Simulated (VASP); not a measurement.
# Al2Cu (P4/mmm) in VASP: notebook, part 3 of 3

VASP 6.6.1.

### Step 4. Single point, PBEsol

File INCAR:

```
PREC     = Accurate       # precision mode
ENCUT    = 520            # plane-wave cutoff, eV
EDIFF    = 1E-6           # SCF threshold, eV
ISMEAR   = 0              # smearing method
SIGMA    = 0.01           # smearing width, eV
LREAL    = F              # projectors in reciprocal space
LASPH    = T              # aspherical terms in the spheres
NELM     = 100            # most SCF steps
ALGO     = Normal         # electronic algorithm
ISIF     = 2              # what is computed and relaxed
LWAVE    = F              # write WAVECAR
LCHARG   = F              # write CHGCAR
GGA      = PS             # functional
NBANDS   = 16             # bands
```

File KPOINTS:

```
Automatic mesh
0
Gamma
  10 10 14
```

File POSCAR:

```
Al2Cu
1.0
    4.1051820000      0.0000000000      0.0000000000
    0.0000000000      4.1051820000      0.0000000000
    0.0000000000      0.0000000000      2.8913130000
Al Cu
2 1
Direct
    0.5000000000      0.0000000000      0.5000000000
    0.0000000000      0.5000000000      0.5000000000
    0.0000000000      0.0000000000      0.0000000000
```

The run is started by

```
$ cat potpaw_PBE.64/Al/POTCAR potpaw_PBE.64/Cu/POTCAR > POTCAR
$ mpirun -np 1 vasp_std > vasp.out
```

Wall time 2.3 min (1 thread of Intel Xeon 8259CL, shared host); peak memory 0.26 GiB.

Results (log left out):

| Property | Result |
| --- | --- |
| Free energy | -12.5584 eV |
| Pressure | -2.3 GPa |
| Band gap on the k mesh | zero (an odd number of electrons rules out a gap without spin polarisation) |

Stress tensor (GPa, compression positive):
```
-1.98  0.00  0.00
 0.00 -1.98  0.00
 0.00  0.00 -2.84
```

Levels at points of the mesh, in eV from the Fermi level:
```tsv
k point	band 7	band 8	band 9	band 10	band 11	band 12
(0.00, 0.00, 0.00)	-2.32	-2.32	-0.05	0.91	5.99	6.20
(0.50, 0.00, 0.00)	-4.00	-1.01	1.60	1.77	1.95	7.38
(0.50, 0.50, 0.00)	-4.03	-4.03	-2.38	8.58	8.58	9.30
(0.00, 0.00, 0.50)	-2.96	2.56	2.56	2.56	2.79	2.79
(0.50, 0.00, 0.50)	-3.01	-2.44	-1.67	3.69	4.03	4.39
(0.50, 0.50, 0.50)	-2.21	-2.21	-0.86	-0.85	-0.04	-0.04
```

Caveat: the PAW data sets were made with another functional, which shifts forces and pressure a little.

### Step 5. Single point, PBEsol

File INCAR:

```
SYSTEM = Al2Cu
ALGO = Normal
EDIFF = 1E-7
ENCUT = 520
GGA = PS
ISIF = 2
ISMEAR = 0
LASPH = .True.
LCHARG = .False.
LREAL = .False.
LWAVE = .False.
NBANDS = 16
NELM = 60
PREC = Accurate
SIGMA = 0.02
```

File KPOINTS:

```
k-points
0
Gamma
  10 10 14
  0 0 0
```

POSCAR is that of step 4.

Potentials or basis: VASP PAW PBE potentials, release 64 (Al, Cu).

The run is started by

```
$ cat potpaw_PBE.64/Al/POTCAR potpaw_PBE.64/Cu/POTCAR > POTCAR
$ mpirun -np 1 vasp_std > vasp.out
```

OUTCAR:

```text
SYSTEM = Al2Cu
   EDIFF = 1E-7
   ENCUT = 520
   GGA = PS
   ISIF = 2
   ISMEAR = 0
   LASPH = .True.
   LREAL = .False.
   NELM = 60
   PREC = Accurate

 ion  position               nearest neighbor table
   1  0.500  0.000  0.500-   3 2.51   3 2.51   3 2.51   3 2.51   2 2.90   2 2.90   2 2.90   2 2.90

   2  0.000  0.500  0.500-   3 2.51   3 2.51   3 2.51   3 2.51   1 2.90   1 2.90   1 2.90   1 2.90

   3  0.000  0.000  0.000-   1 2.51   2 2.51   1 2.51   2 2.51   2 2.51   2 2.51   1 2.51   1 2.51

  LATTYP: Found a simple tetragonal cell.
 ALAT       =     4.1051820000
[... 636 lines left out ...]
      6       2.9400      2.00000
[... 8 lines left out ...]
     15      17.1402      0.00000
     16      17.1723      0.00000

 [... further k-points ...]
[... 5 lines left out ...]
  --------------------------------------------------------------------------------------
  -------------------------------------------------------------------------------------
  Total       -0.5594189     -0.5594189     -0.8270986      0.0000000      0.0000000      0.0000000
  in kB      -18.3944900    -18.3944900    -27.1961826      0.0000000      0.0000000      0.0000000
  external PRESSURE =     -21.3283875 kB  Pullay stress =       0.0000000 kB

 VOLUME and BASIS-vectors are now :
 -----------------------------------------------------------------------------
  energy-cutoff  :      520.00
  volume of cell :       48.73
      direct lattice vectors                 reciprocal lattice vectors
     4.105182000  0.000000000  0.000000000     0.243594559  0.000000000  0.000000000
     0.000000000  4.105182000  0.000000000     0.000000000  0.243594559  0.000000000
     0.000000000  0.000000000  2.891313000     0.000000000  0.000000000  0.345863627

 POSITION                                       TOTAL-FORCE (eV/Angst)
 -----------------------------------------------------------------------------------
      2.05259      0.00000      1.44566         0.000000      0.000000      0.000000
      0.00000      2.05259      1.44566         0.000000      0.000000      0.000000
      0.00000      0.00000      0.00000         0.000000      0.000000      0.000000
 -----------------------------------------------------------------------------------
    total drift:                               -0.000000     -0.000000      0.000000

  FREE ENERGIE OF THE ION-ELECTRON SYSTEM (eV)
  ---------------------------------------------------
  free  energy   TOTEN  =       -12.5585467723 eV

  energy  without entropy=      -12.5582822565  energy(sigma->0) =      -12.55841451
```

OSZICAR:

```text
N       E                     dE             d eps       ncg     rms          rms(c)
DAV:   1     0.612045955967E+02    0.61205E+02   -0.69018E+03  5416   0.111E+03
DAV:   2    -0.121351858576E+02   -0.73340E+02   -0.65074E+02  5656   0.202E+02
DAV:   3    -0.148279738669E+02   -0.26928E+01   -0.26308E+01  7424   0.434E+01
DAV:   4    -0.148873662165E+02   -0.59392E-01   -0.59369E-01  6616   0.550E+00
DAV:   5    -0.148903509971E+02   -0.29848E-02   -0.29847E-02  8520   0.138E+00    0.144E+01
DAV:   6    -0.167965229957E+02   -0.19062E+01   -0.37618E+01  6080   0.210E+02    0.118E+01
DAV:   7    -0.127195070981E+02    0.40770E+01   -0.10210E+01  6736   0.825E+01    0.228E+00
DAV:   8    -0.126284741405E+02    0.91033E-01   -0.14014E+00  7920   0.342E+01    0.225E+00
DAV:   9    -0.125580557115E+02    0.70418E-01   -0.27267E-01  6824   0.165E+01    0.250E-01
DAV:  10    -0.125603585263E+02   -0.23028E-02   -0.19251E-02  8384   0.394E+00    0.307E-01
DAV:  11    -0.125588488075E+02    0.15097E-02   -0.89784E-03  7288   0.327E+00    0.112E-01
DAV:  12    -0.125585624410E+02    0.28637E-03   -0.77570E-04  8440   0.783E-01    0.303E-02
DAV:  13    -0.125585472899E+02    0.15151E-04   -0.54057E-05  8848   0.174E-01    0.973E-03
DAV:  14    -0.125585469355E+02    0.35432E-06   -0.79642E-06  8120   0.760E-02    0.552E-03
DAV:  15    -0.125585467899E+02    0.14568E-06   -0.54597E-07  6944   0.152E-02    0.357E-03
DAV:  16    -0.125585467723E+02    0.17526E-07   -0.41704E-07  6944   0.214E-02
   1 F= -.12558547E+02 E0= -.12558415E+02  d E =-.264516E-03
```

stdout:

```text
POSCAR found type information on POSCAR AlCu
 POSCAR found :  2 types and       3 ions
 scaLAPACK will be used
 -----------------------------------------------------------------------------
|                                                                             |
|                                                                             |
|     You enforced a specific xc type in the INCAR file but a different       |
|     I HOPE YOU KNOW WHAT YOU ARE DOING!                                     |
|                                                                             |
 -----------------------------------------------------------------------------

 LDA part: xc-table for (Slater+PW92), standard interpolation
 POSCAR, INCAR and KPOINTS ok, starting setup
 FFT: planning ... GRIDC
 FFT: planning ... GRID_SOFT
 FFT: planning ... GRID
 WAVECAR not read
 entering main loop
```

Wall time 2.5 min (1 thread of Intel Xeon 8259CL, shared host); peak memory 0.26 GiB.

Results:

| Quantity | Value |
| --- | --- |
| Free energy | -12.5585 eV |
| Pressure | -2.1 GPa |
| Band gap on the k mesh | zero (an odd number of electrons rules out a gap without spin polarisation) |

Levels at points of the mesh, in eV from the Fermi level:
```csv
k point,band 6,band 7,band 8,band 9,band 10,band 11,band 12,band 13
"(0.00, 0.00, 0.00)",-4.00,-2.32,-2.32,-0.05,0.91,5.99,6.20,6.20
"(0.50, 0.00, 0.00)",-4.03,-4.00,-1.01,1.60,1.78,1.95,7.38,8.40
"(0.50, 0.50, 0.00)",-4.14,-4.03,-4.03,-2.38,8.58,8.58,9.30,9.91
"(0.00, 0.00, 0.50)",-4.01,-2.97,2.56,2.56,2.56,2.79,2.79,3.16
"(0.50, 0.00, 0.50)",-4.07,-3.01,-2.44,-1.67,3.69,4.02,4.39,4.97
"(0.50, 0.50, 0.50)",-3.44,-2.21,-2.21,-0.86,-0.85,-0.04,-0.04,2.42
```

Caveat: the PAW data sets were made with another functional, which shifts forces and pressure a little.

### Step 6. Single point, PBEsol

File INCAR:

```
ALGO = Fast
EDIFF = 1E-6
ENCUT = 520
GGA = PS
ISIF = 2
ISMEAR = -1
LASPH = T
LCHARG = T
LELF = T
LREAL = F
LVHAR = T
LWAVE = F
NBANDS = 16
NELM = 100
PREC = Accurate
SIGMA = 0.01
```

File KPOINTS:

```
k-points
0
Gamma
  10 10 14
```

POSCAR is that of step 5.

Potentials or basis: VASP PAW PBE potentials, release 64 (Al, Cu).

The run is started by

```
$ cat potpaw_PBE.64/Al/POTCAR potpaw_PBE.64/Cu/POTCAR > POTCAR
$ mpirun -np 1 vasp_std > vasp.out
```

Run time: 3.1 min. Hardware: 1 thread of Intel Xeon 8259CL, shared host; peak memory 0.26 GiB.

It converged, with:

| Property | Result |
| --- | --- |
| Free energy | -12.5586 eV |
| Pressure | -2.2 GPa |
| Band gap on the k mesh | zero (an odd number of electrons rules out a gap without spin polarisation) |

Stress tensor (GPa, compression positive):
```
-1.90  0.00  0.00
 0.00 -1.90  0.00
 0.00  0.00 -2.80
```

Levels at points of the mesh, in eV from the Fermi level:
| k point | band 5 | band 6 | band 7 | band 8 | band 9 | band 10 | band 11 | band 12 | band 13 | band 14 |
| --- | --- | --- | --- | --- | --- | --- | --- | --- | --- | --- |
| (0.00, 0.00, 0.00) | -4.00 | -4.00 | -2.32 | -2.32 | -0.05 | 0.91 | 5.98 | 6.20 | 6.20 | 7.09 |
| (0.50, 0.00, 0.00) | -4.26 | -4.04 | -4.00 | -1.01 | 1.60 | 1.77 | 1.95 | 7.37 | 8.40 | 9.23 |
| (0.50, 0.50, 0.00) | -4.31 | -4.14 | -4.03 | -4.03 | -2.38 | 8.58 | 8.58 | 9.30 | 9.91 | 10.13 |
| (0.00, 0.00, 0.50) | -4.71 | -4.01 | -2.97 | 2.56 | 2.56 | 2.56 | 2.79 | 2.79 | 3.16 | 3.67 |
| (0.50, 0.00, 0.50) | -4.09 | -4.07 | -3.01 | -2.44 | -1.67 | 3.69 | 4.02 | 4.39 | 4.97 | 6.02 |
| (0.50, 0.50, 0.50) | -3.86 | -3.44 | -2.21 | -2.21 | -0.86 | -0.85 | -0.04 | -0.04 | 2.42 | 11.63 |

Caveat: the PAW data sets were made with another functional, which shifts forces and pressure a little.

### Step 7. Summary

```csv
k mesh,smearing,gap on the mesh (eV),pressure (GPa)
12 × 12 × 16,gaussian 0.1 eV,none,-2.2
10 × 10 × 14,gaussian 0.1 eV,none,-2.2
10 × 10 × 14,gaussian 0.01 eV,none,-2.3
10 × 10 × 14,gaussian 0.02 eV,none,-2.1
10 × 10 × 14,fermi-dirac 0.01 eV,none,-2.2
```

Alike in all rows: task single point; level PBEsol; potentials or basis VASP PAW PBE potentials, release 64 (Al, Cu); no spin polarisation; cell as given; cutoff (eV) 520.

Caveats: the PAW data sets were made with another functional, which shifts forces and pressure a little.

Total energies depend on the potentials used, so only differences within one code and one set of settings carry meaning.
